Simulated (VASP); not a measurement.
A run of VASP 6.6.1 is set up as follows.

File INCAR:

```
SYSTEM = MgO
PREC = Accurate ; ENCUT = 520
EDIFF = 1E-6 ; ISMEAR = -1
SIGMA = 0.05 ; LREAL = .FALSE.
LASPH = .TRUE. ; NELM = 60
ALGO = Normal ; ISIF = 2
LWAVE = .FALSE. ; LCHARG = .TRUE.
GGA = B5 ; ALDAX = 1.0
AGGAX = 1.0 ; AGGAC = 1.0
ALDAC = 0.0 ; IVDW = 12
VDW_S6 = 1.0 ; VDW_S8 = 2.6996
VDW_A1 = 0.4298 ; VDW_A2 = 4.2359
LELF = .TRUE. ; LVHAR = .TRUE.
NBANDS = 11
```

The input KPOINTS:

```
regular mesh
0
G
  11 11 11
  0 0 0
```

Contents of POSCAR:

```
MgO
1.0
    0.0000000000      2.0881891571      2.0881891571
    2.0881891571      0.0000000000      2.0881891571
    2.0881891571      2.0881891571      0.0000000000
Mg O
1 1
Direct
    0.0000000000      0.0000000000      0.0000000000
    0.5000000000      0.5000000000      0.5000000000
```

Potentials or basis: VASP PAW PBE potentials, release 64 (Mg, O).

Run with:

```console
$ cat potpaw_PBE.64/Mg/POTCAR potpaw_PBE.64/O/POTCAR > POTCAR
$ mpirun -np 1 vasp_std > vasp.out
```

(1) Predict the dispersion energy per atom.

(2) What does it give for the pressure?

(3) Predict the band gap on the k mesh.

Results:

(1) -0.654 eV.

(2) -0.7 GPa.

(3) 5.27 eV, direct.

Caveat: the PAW data sets were made with another functional, which shifts forces and pressure a little.
